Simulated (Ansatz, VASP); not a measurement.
# Ca: VASP beside Ansatz

```
Ca
1.0
     3.34261    0.00000    0.00000
     0.00000    3.34261    0.00000
     0.00000    0.00000    3.34261
Ca
1
Cartesian
  0.0000 0.0000 0.0000
```

Change from the starting cell: volume scaled by 0.9, PAW files.

Alike in both runs: task single point; functional PBEsol; k mesh 11 × 11 × 11; occupations fermi-dirac, width 0.08 eV; no spin polarisation.

|  | VASP | Ansatz |
| --- | --- | --- |
| version | VASP 6.6.1 | Ansatz 0.2.0 |
| potentials or method | VASP PAW PBE potentials, release 64 (Ca_sv) | PAW with Ansatz's default frozen-core files, scalar-relativistic |
| plane-wave cutoff (eV) | 520 | 420 |
| valence electrons in the cell | 10 | 10 |

```tsv
	VASP	Ansatz	Ansatz less VASP
pressure (GPa)	1.4	1.4	+0.01
```

VASP's potentials were made for PBE, not for PBEsol.
